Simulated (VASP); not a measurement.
Write the native input for VASP 6.6.1 that does the following.

| Property | Result |
| --- | --- |
| Task | single point |
| Functional | PBEsol |
| Potentials or basis | VASP PAW PBE potentials, release 64 (In_d, As) |
| Cutoff | 520 eV |
| k mesh | 14 × 14 × 14 |
| Occupations | gaussian, width 0.05 eV |
| Spin | no spin polarisation |
| Dipole correction | no |
| Further INCAR settings | ALGO = Normal; EDIFF = 1e-07; NBANDS = 16 |

The structure of InAs lies in POSCAR:

```
InAs
1.0
    0.0000000000      3.0834817836      3.0834817836
    3.0834817836      0.0000000000      3.0834817836
    3.0834817836      3.0834817836      0.0000000000
In As
1 1
Direct
    0.0000000000      0.0000000000      0.0000000000
    0.2500000000      0.2500000000      0.2500000000
```

One way to write it, as run:

INCAR

```
SYSTEM = InAs
ALGO = Normal
EDIFF = 1E-7
ENCUT = 520
GGA = PS
ISIF = 2
ISMEAR = 0
LASPH = .True.
LCHARG = .True.
LELF = .True.
LREAL = .False.
LVHAR = .True.
LWAVE = .False.
NBANDS = 16
NELM = 100
PREC = Accurate
SIGMA = 0.05
```

KPOINTS

```
k-points
0
Gamma
  14 14 14
  0 0 0
```

Potentials or basis: VASP PAW PBE potentials, release 64 (In_d, As).

Command:

```console
$ cat potpaw_PBE.64/In_d/POTCAR potpaw_PBE.64/As/POTCAR > POTCAR
$ mpirun -np 1 vasp_std > vasp.out
```

Results of the run:

```json
{"Pressure": "-1.9 GPa", "Band gap on the k mesh": "zero (filled and empty bands touch)"}
```

Caveat: semilocal functionals underestimate gaps, so a narrow gap can read as zero; the PAW data sets were made with another functional, which shifts forces and pressure a little; spin-orbit coupling is left out, which moves the levels of the heavy elements.

Wall time 98 s on 1 thread of Intel Xeon 8259CL, on a shared host, peak memory 0.25 GiB.
